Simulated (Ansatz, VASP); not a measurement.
# Si2Ge3: VASP beside Ansatz

```
Si Ge
1.0
     2.79910    0.00000    0.00000
    -1.39955    2.42409    0.00000
     0.00000    0.00000   13.02443
Si Ge
2 3
Direct
  0.00000 0.00000 0.59392
  0.00000 0.00000 0.40608
  0.00000 0.00000 0.79099
  0.00000 0.00000 0.00000
  0.00000 0.00000 0.20901
```

Alike in both runs: functional PBE; k mesh 18 × 18 × 4; occupations gaussian, width 0.1 eV; no spin polarisation.

Ansatz relaxed the structure, and its values are those at the end. VASP's run is a single point on that final structure, the one shown.

```csv
,VASP,Ansatz
version,VASP 6.6.1,Ansatz 0.2.0
potentials or method,"VASP PAW PBE potentials, release 64 (Si, Ge_d), cutoff 520 eV","scalar-relativistic, plane waves, PAW"
valence electrons in the cell,50,50
```

```tsv
	VASP	Ansatz	Ansatz less VASP
gap on the k mesh at the Fermi level (eV)	none	none	-
pressure (GPa)	0.1	0.0	-0.05
```

A gap of «none» marks a metal or a gap that the smearing closes. The functional is the same, so the differences come from potentials, cutoffs and numerics.
